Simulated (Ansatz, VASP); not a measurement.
## Hf: VASP beside Ansatz

File INCAR:

```
PREC = Accurate
ENCUT = 520
EDIFF = 1E-7
ISMEAR = 0
SIGMA = 0.05
LREAL = False
LASPH = True
NELM = 60
ALGO = Normal
ISIF = 2
LWAVE = False
LCHARG = False
GGA = PE
NBANDS = 22
```

KPOINTS

```
Automatic mesh
0
Gamma
  9 9 12
```

Contents of POSCAR:

```
Hf
1.0
    4.9623295440      0.0000000000      0.0000000000
   -2.4811647720      4.2975034470      0.0000000000
    0.0000000000      0.0000000000      3.0862322500
Hf
3
Direct
    0.6666666700      0.3333333300      0.5000000000
    0.3333333300      0.6666666700      0.5000000000
    0.0000000000      0.0000000000      0.0000000000
```

Input for Ansatz:

```yaml
crystal:
  lattice:
    - [4.962329544, 0.0, 0.0]
    - [-2.481164772, 4.297503447, 0.0]
    - [0.0, 0.0, 3.08623225]
  atoms:
    - { symbol: Hf, position: [0.66666667, 0.33333333, 0.5] }
    - { symbol: Hf, position: [0.33333333, 0.66666667, 0.5] }
    - { symbol: Hf, position: [0.0, 0.0, 0.0] }
basis:
  ecutwfc: 420
  fft_grid_basis: typed
kpoints:
  mp_grid: { grid: [9, 9, 12] }
hamiltonian:
  xc: pbe
scf:
  occupations: { method: gaussian, width: 0.05 }
output:
  forces: true
  stress: true
  eigenvalues: true
  bader: true
  write_density: true
  volumetric_format: npy
  elf: true
```

Alike in both runs: task single point; functional PBE; k mesh 9 × 9 × 12; occupations gaussian, width 0.05 eV; no spin polarisation.

|  | VASP | Ansatz |
| --- | --- | --- |
| version | VASP 6.6.1 | Ansatz 0.2.0 |
| potentials or method | VASP PAW PBE potentials, release 64 (Hf_pv), cutoff 520 eV | scalar-relativistic, plane waves, PAW |
| valence electrons in the cell | 30 | 78 |

```csv
,VASP,Ansatz,Ansatz less VASP
gap on the k mesh at the Fermi level (eV),none,none,-
pressure (GPa),1.4,1.9,+0.44
"traceless stress, the component that is largest in VASP (GPa)",-0.17,-0.26,-0.096
```

A gap of «none» marks a metal or a gap that the smearing closes. VASP's potentials hold 30 valence electrons a cell and Ansatz's 78, so a difference there can come from the potentials and not from the codes.

Neither program's run includes spin-orbit coupling.
